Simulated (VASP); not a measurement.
Set up this calculation in VASP 6.6.1, as the native input.

```
Task                   : relaxation of cell and atoms
Functional             : PBE
Potentials or basis    : VASP PAW PBE potentials, release 64 (W_sv, Cl)
Cutoff                 : 500 eV
k mesh                 : 10 × 10 × 10
Occupations            : gaussian, width 0.1 eV
Spin                   : no spin polarisation
Dipole correction      : no
Further INCAR settings : ALGO = Normal; EDIFF = 1e-07; IBRION = 2; EDIFFG = -0.01; NSW = 100; ISIF = 3
```

The structure of W3Cl lies in POSCAR:

```
W3Cl
1.0
    4.3903794349      0.0000000000      0.0000000000
    0.0000000000      4.3903794349      0.0000000000
    0.0000000000      0.0000000000      4.3903794349
W Cl
3 1
Direct
    0.5000000000      0.0000000000      0.0000000000
    0.0000000000      0.5000000000      0.0000000000
    0.0000000000      0.0000000000      0.5000000000
    0.0000000000      0.0000000000      0.0000000000
```

One way to write it, as run:

INCAR

```
SYSTEM = W3Cl
ALGO = Normal
EDIFF = 1E-7
EDIFFG = -0.01
ENCUT = 500
GGA = PE
GGA_COMPAT = .False.
IBRION = 2
ISIF = 3
ISMEAR = 0
LASPH = .True.
LCHARG = .False.
LREAL = .False.
LWAVE = .False.
NELM = 120
NELMIN = 4
NSW = 100
PREC = Accurate
SIGMA = 0.1
```

KPOINTS

```
k-points
0
Gamma
  10 10 10
  0 0 0
```

Potentials or basis: VASP PAW PBE potentials, release 64 (W_sv, Cl).

Launch:

```sh
$ cat potpaw_PBE.64/W_sv/POTCAR potpaw_PBE.64/Cl/POTCAR > POTCAR
$ mpirun -np 1 vasp_std > vasp.out
```

Results of the run:

The relaxed volume is 21.23 Å³/atom, the relaxed cell is a = 4.396 Å, b = 4.396 Å, c = 4.396 Å, α = 90.00°, β = 90.00°, γ = 90.00° and the space group after relaxing (to 0.1 Å) is Pm-3m (No. 221). The energy gained by relaxing is 0.1 meV/atom, the ionic steps are 3 and the pressure after relaxing is 0.0 GPa. The band gap on the k mesh is zero (an odd number of electrons rules out a gap without spin polarisation).

Caveat: spin-orbit coupling is left out, which moves the levels of the heavy elements.

Wall time 4.5 min on 1 thread of Oxide Virtual Turin-like Processor, with other jobs on the host, peak memory 0.22 GiB.
